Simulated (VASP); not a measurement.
# Bi3F (P6/mmm) in VASP: notebook, part 2 of 2

VASP 6.6.1. Earlier steps stand in the parts before.

## 4. Relaxation of cell and atoms, PBE

Contents of INCAR:

```
  PREC = Accurate
  ENCUT = 600
  EDIFF = 1E-7
  ISMEAR = 0
  SIGMA = 0.1
  LREAL = F
  LASPH = T
  NELM = 120
  ALGO = Normal
  ISIF = 3
  LWAVE = F
  LCHARG = F
  GGA = PE
  IBRION = 2
  NSW = 90
  EDIFFG = -0.04
  GGA_COMPAT = F
  NELMIN = 4
```

Contents of KPOINTS:

```
regular mesh
0
Gamma
  6 6 4
```

Contents of POSCAR:

```
Bi3F
1.0
    4.9025422377      0.0000000000      0.0000000000
   -2.4512711188      4.2457261210      0.0000000000
    0.0000000000      0.0000000000      5.1741245898
Bi F
3 1
Direct
    0.0000000000      0.0000000000      0.5000000000
    0.3333333333      0.6666666667      0.0000000000
    0.6666666667      0.3333333333      0.0000000000
    0.0000000000      0.0000000000      0.0000000000
```

Potentials or basis: VASP PAW PBE potentials, release 64 (Bi_d, F).

Launch:

```
cat potpaw_PBE.64/Bi_d/POTCAR potpaw_PBE.64/F/POTCAR > POTCAR
mpirun -np 1 vasp_std > vasp.out
```

OUTCAR:

```text
PREC = Accurate
   ENCUT = 600
   EDIFF = 1E-7
   ISMEAR = 0
   LREAL = F
   LASPH = T
   NELM = 120
   ISIF = 3
   GGA = PE
   IBRION = 2
   NSW = 90
   EDIFFG = -0.04
   NELMIN = 4

 ion  position               nearest neighbor table
   1  0.000  0.000  0.500-   4 2.59   4 2.59   2 3.83   2 3.83   3 3.83   3 3.83   2 3.83   2 3.83
                             3 3.83   3 3.83   3 3.83   3 3.83   2 3.83   2 3.83
   2  0.333  0.667  0.000-   4 2.83   3 2.83   3 2.83   4 2.83   4 2.83   3 2.83   1 3.83   1 3.83
                             1 3.83   1 3.83   1 3.83   1 3.83
   3  0.667  0.333  0.000-   4 2.83   2 2.83   2 2.83   4 2.83   4 2.83   2 2.83   1 3.83   1 3.83
                             1 3.83   1 3.83   1 3.83   1 3.83
   4  0.000  0.000  0.000-   1 2.59   1 2.59   3 2.83   2 2.83   2 2.83   3 2.83   3 2.83   2 2.83

  LATTYP: Found a hexagonal cell.
 ALAT       =     4.9025422377
 C/A-ratio  =     1.0553962289

  Lattice vectors:

 A1 = (   4.9025422377,   0.0000000000,   0.0000000000)
 A2 = (  -2.4512711188,   4.2457261210,   0.0000000000)
[... 260 lines left out ...]
 fundamental gap:      0.0226082356
 Fermi energy:         4.8091884008

 k-point     1 :       0.0000    0.0000    0.0000
  band No.  band energies     occupation
      1     -18.8142      2.00000
      2     -18.3978      2.00000
      3     -18.3978      2.00000
      4     -18.2577      2.00000
      5     -18.2577      2.00000
      6     -17.9972      2.00000
[... 778 lines left out ...]
--------------------------------------- Ionic step        5  -------------------------------------------

 number of electron      52.0000003 magnetization

 Free energy of the ion-electron system (eV)
  ---------------------------------------------------
  ext. energy  EPLUGINS =         0.00000000
  ---------------------------------------------------
  free energy    TOTEN  =       -14.85838297 eV

  energy without entropy =      -14.84189210  energy(sigma->0) =      -14.85013753

 E-fermi :   5.4989     XC(G=0):  -9.4457

 val. band max:        5.4756040200   @ k =   0.3333  -0.0000   0.2500
 cond. band min:       5.5259185832   @ k =   0.3333  -0.0000   0.2500
 fundamental gap:      0.0503145632
 Fermi energy:         5.4989448571

 k-point     1 :       0.0000    0.0000    0.0000
  band No.  band energies     occupation
      1     -18.9113      2.00000
      2     -17.7078      2.00000
      3     -17.7078      2.00000
      4     -17.5900      2.00000
      5     -17.5900      2.00000
      6     -17.2769      2.00000
[... 734 lines left out ...]
  FREE ENERGIE OF THE ION-ELECTRON SYSTEM (eV)
  ---------------------------------------------------
  free  energy   TOTEN  =       -14.8583829671 eV

  energy  without entropy=      -14.8418921028  energy(sigma->0) =      -14.85013753

 reached required accuracy - stopping structural energy minimisation
```

It took 3.2 min on 1 thread of Intel Xeon 6975P-C (Granite Rapids), shared host; peak memory 0.29 GiB.

Results:

- Free energy: -14.8584 eV
- Relaxed volume: 29.90 Å³/atom
- Relaxed cell: a = 5.448 Å, b = 5.448 Å, c = 4.652 Å, α = 90.00°, β = 90.00°, γ = 120.00°
- Space group after relaxing (to 0.1 Å): P6/mmm (No. 191)
- Energy gained by relaxing: 298.1 meV/atom
- Ionic steps: 5
- Pressure after relaxing: -0.1 GPa
- Band gap on the k mesh: zero (bands 26 and 27 overlap by 1.78 eV)

The path:
| step | energy change (eV) | largest force (eV/Å) | pressure (GPa) | volume (Å³) |
| --- | --- | --- | --- | --- |
| 1 | 0.0000 | 0.0000 | 8.99 | 107.70 |
| 2 | -0.9483 | 0.0000 | -3.81 | 132.05 |
| 3 | -0.9746 | 0.0000 | -2.53 | 127.53 |
| 4 | -1.1783 | 0.0000 | -0.86 | 121.36 |
| 5 | -1.1923 | 0.0000 | -0.14 | 119.59 |

Final structure:
```cif
data_structure
_symmetry_space_group_name_H-M 'P 1'
_symmetry_Int_Tables_number 1
_cell_length_a 5.4485
_cell_length_b 5.4485
_cell_length_c 4.6519
_cell_angle_alpha 90.000
_cell_angle_beta 90.000
_cell_angle_gamma 120.000
_cell_volume 119.59
loop_
_atom_site_label
_atom_site_type_symbol
_atom_site_fract_x
_atom_site_fract_y
_atom_site_fract_z
_atom_site_occupancy
Bi1 Bi 0.00000 0.00000 0.50000 1
Bi2 Bi 0.33333 0.66667 0.00000 1
Bi3 Bi 0.66667 0.33333 0.00000 1
F1 F 0.00000 0.00000 0.00000 1
```

Levels at points of the mesh, in eV from the Fermi level:
```csv
k point,band 22,band 23,band 24,band 25,band 26,band 27,band 28,band 29,band 30,band 31
"(0.00, 0.00, 0.00)",-5.55,-2.38,-2.38,-1.14,-0.32,-0.32,2.46,3.77,4.07,4.07
"(0.50, 0.00, 0.00)",-4.99,-2.35,-0.80,-0.45,-0.29,0.75,0.99,2.84,3.36,3.86
"(0.00, 0.00, 0.50)",-4.21,-2.12,-2.12,-2.01,-0.41,-0.41,0.78,1.49,2.42,2.42
"(0.50, 0.00, 0.50)",-4.07,-3.37,-1.89,-1.60,-0.86,-0.76,2.61,2.72,2.83,3.70
```

Caveat: spin-orbit coupling is left out, which moves the levels of the heavy elements.

## 5. Overview

```tsv
task	cell	gap on the mesh (eV)	pressure (GPa)
single point	a = 4.903, b = 4.903, c = 5.174 Å, angles 90.0, 90.0, 120.0°, 4 atoms	none	9.0
single point	a = 5.444, b = 5.444, c = 4.650 Å, angles 90.0, 90.0, 120.0°, 4 atoms	none	0.0
relaxation of cell and atoms	relaxed from a = 4.903, b = 4.903, c = 5.174 Å, angles 90.0, 90.0, 120.0°, 4 atoms	none	-0.1
```

Alike in all rows: level PBE; potentials or basis VASP PAW PBE potentials, release 64 (Bi_d, F); no spin polarisation; k mesh 6 × 6 × 4; cutoff (eV) 600; smearing gaussian 0.1 eV.

Caveats: spin-orbit coupling is left out, which moves the levels of the heavy elements; the cell stands under pressure (at least some runs).

Absolute energies hang on the potentials; compare differences alone.
